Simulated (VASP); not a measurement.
Wanted: the native input for a VASP 6.6.1 run.

* Task: single point
* Functional: LDA
* Potentials or basis: VASP PAW LDA potentials, release 64 (C)
* Cutoff: 520 eV
* k mesh: 12 × 12 × 12
* Occupations: gaussian, width 0.02 eV
* Spin: no spin polarisation
* Dipole correction: no
* Further INCAR settings: ALGO = Normal; EDIFF = 1e-07; NBANDS = 11

The structure of C lies in POSCAR:

```
C
1.0
    0.0000000000      1.7657330654      1.7657330654
    1.7657330654      0.0000000000      1.7657330654
    1.7657330654      1.7657330654      0.0000000000
C
2
Direct
    0.5000000000      0.5000000000      0.5000000000
    0.7500000000      0.7500000000      0.7500000000
```

One way to write it, as run:

INCAR

```
SYSTEM = C
PREC = Accurate ; ENCUT = 520
EDIFF = 1E-7 ; ISMEAR = 0
SIGMA = 0.02 ; LREAL = .FALSE.
LASPH = .TRUE. ; NELM = 60
ALGO = Normal ; ISIF = 2
LWAVE = .FALSE. ; LCHARG = .FALSE.
GGA = CA ; NBANDS = 11
```

KPOINTS

```
regular mesh
0
G
  12 12 12
  0 0 0
```

Potentials or basis: VASP PAW LDA potentials, release 64 (C).

Run with:

```sh
$ cat potpaw_LDA.64/C/POTCAR > POTCAR
$ mpirun -np 1 vasp_std > vasp.out
```

It gave:

```yaml
Pressure: 1.7 GPa
Band_gap_on_the_k_mesh: 4.20 eV, indirect (least direct gap 5.63 eV)
```

It took 6.5 s on 1 thread of Intel(R) Xeon(R) Platinum 8375C CPU @ 2.90GHz (Ice Lake), with other jobs on the host, peak memory 0.11 GiB.
